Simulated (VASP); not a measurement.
# CO2 in VASP: further runs, part 2 of 2

VASP 6.6.1. The steps go on from the part before.

### Step 5. Single point, PBE+D3(BJ)

File INCAR:

```
PREC = Accurate ; ENCUT = 1000
EDIFF = 1E-6 ; ISMEAR = -1
SIGMA = 0.02 ; LREAL = Auto
LASPH = T ; NELM = 120
ALGO = Normal ; ISIF = 2
LWAVE = F ; LCHARG = F
GGA = PE ; IVDW = 12
NBANDS = 82 ; GGA_COMPAT = F
```

File KPOINTS:

```
regular mesh
0
Gamma
  1 1 1
```

File POSCAR:

```
CO2
1.0
    8.8211610000      0.0000000000      0.0000000000
    0.0000000000      8.8211610000      0.0000000000
    0.0000000000      0.0000000000      8.8211610000
C O
8 16
Direct
    0.0972094263      1.0129845720      0.8333483540
   -0.0392238618      0.6548684465      0.7007240884
    0.7667471436      0.2573470771      0.7101786261
    0.4451341496      0.0482589537      0.5535665883
    0.5123928698      0.8405922985      0.0906796736
    0.0408449636      0.0352107846      0.3308067952
    0.7282941554      0.2063900659      0.1059497724
    0.2834320788      0.5321861827      0.5320274735
    0.0745480102      1.0890176475      0.9393661447
    0.1070380645      0.9332785106      0.7315703681
    0.0182742385      0.6008506137      0.8066511880
   -0.0968353259      0.7217417299      0.6000570673
    0.6957020737      0.3682055004      0.7225466126
    0.8199487573      0.1369660978      0.6860094720
    0.4598147568      0.0928675942      0.6789809187
    0.4180742195      0.0069378623      0.4316551982
    0.4462337781      0.7406394691      0.0307442524
    0.5930738596      0.9381304797      0.1347668408
    0.0755682840     -0.0914392108      0.3270544546
   -0.0121525953      0.1559431916      0.3317703871
    0.6774845171      0.2334953415      0.2257185874
    0.7743651884      0.1760765958     -0.0142838341
    0.3092790167      0.6494836677      0.4712418241
    0.2420202964      0.4203868402      0.5872356258
```

Potentials or basis: VASP PAW PBE potentials, release 64 (C_h, O_h).

Command:

```console
$ cat potpaw_PBE.64/C_h/POTCAR potpaw_PBE.64/O_h/POTCAR > POTCAR
$ mpirun -np 1 vasp_gam > vasp.out
```

OUTCAR:

```text
PREC = Accurate
   ENCUT = 1000
   EDIFF = 1E-6
   ISMEAR = -1
   LREAL = Auto
   LASPH = T
   NELM = 120
   ISIF = 2
   GGA = PE
   IVDW = 12
 IVDW          = 12

 ion  position               nearest neighbor table
   1  0.097  0.013  0.833-  10 1.14   9 1.17
   2  0.961  0.655  0.701-  11 1.17  12 1.18
   3  0.767  0.257  0.710-  13 1.17  14 1.18
   4  0.445  0.048  0.554-  16 1.16  15 1.18
   5  0.512  0.841  0.091-  17 1.18  18 1.18
   6  0.041  0.035  0.331-  19 1.16  20 1.16
   7  0.728  0.206  0.106-  22 1.17  21 1.17
   8  0.283  0.532  0.532-  24 1.16  23 1.19
   9  0.075  0.089  0.939-   1 1.17
  10  0.107  0.933  0.732-   1 1.14
  11  0.018  0.601  0.807-   2 1.17
  12  0.903  0.722  0.600-   2 1.18
  13  0.696  0.368  0.723-   3 1.17
  14  0.820  0.137  0.686-   3 1.18
[... 8 lines left out ...]
  23  0.309  0.649  0.471-   8 1.19
  24  0.242  0.420  0.587-   8 1.16

  LATTYP: Found a simple cubic cell.
 ALAT       =     8.8211610000

  Lattice vectors:

 A1 = (   8.8211610000,   0.0000000000,   0.0000000000)
[... 201 lines left out ...]
 fundamental gap:      6.3166088237
 Fermi energy:        -5.3588564381

 k-point     1 :       0.0000    0.0000    0.0000
  band No.  band energies     occupation
      1     -26.5206      2.00000
      2     -26.3307      2.00000
      3     -26.3200      2.00000
      4     -26.2175      2.00000
      5     -26.1816      2.00000
      6     -26.1528      2.00000
[... 68 lines left out ...]
     75       2.3127      0.00000
     76       2.3532      0.00000
 [bands above 76 left out]

------------------------ aborting loop because EDIFF is reached ----------------------------------------

 Edisp (eV)   -0.84424

 E8    (eV) :    -0.2124

  FORCE on cell =-STRESS in cart. coord.  units (eV):
  Direction    XX          YY          ZZ          XY          YZ          ZX
  --------------------------------------------------------------------------------------
  -------------------------------------------------------------------------------------
  Total      -0.28244     1.84876     2.01658    -1.44108     1.66648    -0.78430
  in kB      -0.65926     4.31534     4.70706    -3.36373     3.88985    -1.83068
  external pressure =        2.79 kB  Pullay stress =        0.00 kB

 VOLUME and BASIS-vectors are now :
 -----------------------------------------------------------------------------
  energy-cutoff  :     1000.00
  volume of cell :      686.40
      direct lattice vectors                 reciprocal lattice vectors
     8.821161000  0.000000000  0.000000000     0.113363762  0.000000000  0.000000000
     0.000000000  8.821161000  0.000000000     0.000000000  0.113363762  0.000000000
     0.000000000  0.000000000  8.821161000     0.000000000  0.000000000  0.113363762

 POSITION                                       TOTAL-FORCE (eV/Angst)
 -----------------------------------------------------------------------------------
      0.85750      0.11454      7.35110        -0.918882      1.338446      2.177660
      8.47516      5.77670      6.18120        -0.761203      1.428688     -0.847324
      6.76360      2.27010      6.26460        -0.501637     -1.601888     -0.873493
      3.92660      0.42570      4.88310        -0.490962      0.617675      1.540642
      4.51990      7.41500      0.79990         0.854747     -0.220590     -0.989628
      0.36030      0.31060      2.91810        -0.975844     -0.236258     -0.128972
[... 16 lines left out ...]
      2.72820      5.72920      4.15690         0.203708     -1.300548      0.783460
      2.13490      3.70830      5.18010         0.088490     -1.124869      0.580055
 -----------------------------------------------------------------------------------
    total drift:                               -0.000421      0.001141     -0.002232

  FREE ENERGIE OF THE ION-ELECTRON SYSTEM (eV)
  ---------------------------------------------------
  free  energy   TOTEN  =      -186.3319592642 eV

  energy  without entropy=     -186.3319592642  energy(sigma->0) =     -186.33195926
```

OSZICAR:

```text
N       E                     dE             d eps       ncg     rms          rms(c)
DAV:   1     0.194799952650E+04    0.19480E+04   -0.87705E+04   164   0.230E+03
DAV:   2     0.283972817903E+03   -0.16640E+04   -0.15873E+04   230   0.405E+02
DAV:   3    -0.172037277344E+03   -0.45601E+03   -0.45263E+03   198   0.215E+02
DAV:   4    -0.197939535237E+03   -0.25902E+02   -0.25622E+02   208   0.553E+01
DAV:   5    -0.198989170724E+03   -0.10496E+01   -0.10445E+01   224   0.104E+01    0.241E+01
DAV:   6    -0.186700320626E+03    0.12289E+02   -0.43824E+01   200   0.234E+01    0.971E+00
DAV:   7    -0.185851554423E+03    0.84877E+00   -0.25893E+00   200   0.682E+00    0.554E+00
DAV:   8    -0.185516931465E+03    0.33462E+00   -0.19536E+00   216   0.498E+00    0.115E+00
DAV:   9    -0.185486643158E+03    0.30288E-01   -0.19884E-01   200   0.186E+00    0.593E-01
DAV:  10    -0.185487271380E+03   -0.62822E-03   -0.19223E-02   208   0.639E-01    0.174E-01
DAV:  11    -0.185487725538E+03   -0.45416E-03   -0.19380E-03   216   0.211E-01    0.757E-02
DAV:  12    -0.185487748317E+03   -0.22779E-04   -0.41028E-04   232   0.118E-01    0.258E-02
DAV:  13    -0.185487725983E+03    0.22334E-04   -0.11879E-04   232   0.688E-02    0.169E-02
DAV:  14    -0.185487717343E+03    0.86398E-05   -0.47005E-05   248   0.442E-02    0.113E-02
DAV:  15    -0.185487715344E+03    0.19987E-05   -0.17960E-05   248   0.330E-02    0.459E-03
DAV:  16    -0.185487714711E+03    0.63290E-06   -0.10691E-05   208   0.190E-02    0.400E-03
DAV:  17    -0.185487714717E+03   -0.60209E-08   -0.16243E-06   144   0.801E-03
   1 F= -.18633196E+03 E0= -.18633196E+03  d E =-.163011E-10
```

Run time: 7 min. Hardware: 1 thread of AMD EPYC 7R13 (Zen 3), shared host; peak memory 1.4 GiB.

Results:

```yaml
Free_energy: -186.3320 eV
Pressure: 0.3 GPa
Largest_force: 2.905 eV/Å
Dispersion_energy_per_atom: -0.035 eV
```

Forces on the atoms (eV/Å):
```
C   -0.919  1.338  2.178
C   -0.761  1.429 -0.847
C   -0.502 -1.602 -0.873
C   -0.491  0.618  1.541
C    0.855 -0.221 -0.990
C   -0.976 -0.236 -0.129
C   -0.579  0.081  0.767
C   -0.216  2.363 -1.394
O    0.499  0.298  0.246
O    0.762 -1.532 -2.347
O    0.233 -0.601  0.295
O    0.315 -0.963  0.510
O    0.336  0.667  0.263
O    0.223  1.013  0.141
O    0.245 -0.349 -0.739
O    0.167 -0.287 -0.776
O    0.126  0.899  0.909
O   -1.080 -0.924  0.047
O    0.855 -0.946  0.005
O    0.198  1.153  0.116
O    0.250  0.183 -0.336
O    0.167  0.045  0.049
O    0.204 -1.301  0.783
O    0.088 -1.125  0.580
```

Caveat: the k points lie up to 0.71 Å⁻¹ apart.

### Step 6. Summary

| cell | pressure (GPa) | largest force (eV/Å) |
| --- | --- | --- |
| as given, atomic positions A | -0.3 | 4.06 |
| as given, atomic positions B | 0.4 | 4.72 |
| as given, atomic positions C | -0.1 | 0.07 |
| as given, atomic positions D | 0.3 | 2.90 |

Alike in all rows: task single point; level PBE+D3(BJ); potentials or basis VASP PAW PBE potentials, release 64 (C_h, O_h); no spin polarisation; k mesh 1 × 1 × 1; cutoff (eV) 1000; smearing fermi-dirac 0.02 eV.

Caveats: all runs use coarse meshes.

Absolute energies hang on the potentials; compare differences alone.
